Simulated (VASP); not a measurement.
Input of a VASP 6.6.1 run:

INCAR

```
SYSTEM = Si16Ge
PREC = Accurate
ENCUT = 520
EDIFF = 1E-6
ISMEAR = -1
SIGMA = 0.02
LREAL = Auto
LASPH = .True.
NELM = 80
ALGO = Normal
ISIF = 2
LWAVE = .False.
LCHARG = .False.
GGA = PS
NBANDS = 53
```

Contents of KPOINTS:

```
Automatic mesh
0
Gamma
  2 2 2
  0 0 0
```

Contents of POSCAR:

```
Si16Ge
1.0
    0.0000000000      5.4300000000      5.4300000000
    5.4300000000      0.0000000000      5.4300000000
    5.4300000000      5.4300000000      0.0000000000
Si Ge
16 1
Direct
   -0.0046347240      0.0050717236      0.0040829361
    0.1271516675      0.1247279973      0.1240103448
   -0.0046269788      0.0050318020      0.4953970752
    0.1208926128      0.1372131728      0.6209138165
   -0.0045339671      0.4960932329      0.0041411838
    0.1209405921      0.6219089749      0.1359521582
   -0.0004172150      0.5009292600      0.4996372432
    0.1209873421      0.6218160390      0.6210367991
    0.4998736408      0.0002879155     -0.0001099445
    0.6239921711      0.1247671975      0.1240192028
    0.5040513225      0.0050800976      0.4953889564
    0.6239856249      0.1247350615      0.6271670989
    0.5040735909      0.4961568173      0.0041144583
    0.6240841162      0.6275436388      0.1241188164
    0.5040962161      0.4961044826      0.4955038737
    0.6358990164      0.6219287480      0.6209820093
    0.2495736714      0.7509475388      0.7496298717
```

Potentials or basis: VASP PAW PBE potentials, release 64 (Si, Ge_d).

Run with:

```sh
$ cat potpaw_PBE.64/Si/POTCAR potpaw_PBE.64/Ge_d/POTCAR > POTCAR
$ mpirun -np 1 vasp_std > vasp.out
```

(1) What does it give for the largest force?

(2) Predict the pressure.

Answers

(1) 0.003 eV/Å.

(2) 4.7 GPa.

Caveat: the k points lie up to 0.50 Å⁻¹ apart; the PAW data sets were made with another functional, which shifts forces and pressure a little.
